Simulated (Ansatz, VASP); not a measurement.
# H: VASP beside Ansatz

```
H
1.0
     1.94485   -2.91273   -0.20680
     1.73617    2.79171    0.28394
     0.21524    0.66190    6.82482
H
4
Direct
  0.55464 0.61311 0.94860
  0.47507 0.71156 0.01661
  0.43682 0.40953 0.48431
  0.53346 0.26579 0.55048
```

Change from the starting cell: all atoms moved at random, sigma 0.15 Å a component, cell strained at random, sigma 0.1; relaxed back.

Alike in both runs: functional PBE; k mesh 8 × 8 × 4; occupations gaussian, width 0.05 eV; no spin polarisation.

Ansatz relaxed the structure, and its values are those at the end. VASP's run is a single point on that final structure, the one shown.

```csv
,VASP,Ansatz
version,VASP 6.6.1,Ansatz 0.2.0
potentials or method,"VASP PAW PBE potentials, release 64 (H), cutoff 520 eV","scalar-relativistic, plane waves, PAW"
valence electrons in the cell,4,4
```

VASP gave:

| Property | Result |
| --- | --- |
| gap on the k mesh at the Fermi level (eV) | 8.95 |
| least direct gap on the mesh (eV) | 9.57 |
| pressure (GPa) | -0.1 |
| rms of the force components (eV/Å) | 0.007 |

Task: Estimate Ansatz's values.

Result: gap on the k mesh at the Fermi level (eV): 8.95; least direct gap on the mesh (eV): 9.57; pressure (GPa): 0.0; rms of the force components (eV/Å): 0.005.

With one functional, cell and mesh, what is left measures potentials, basis and numerics.
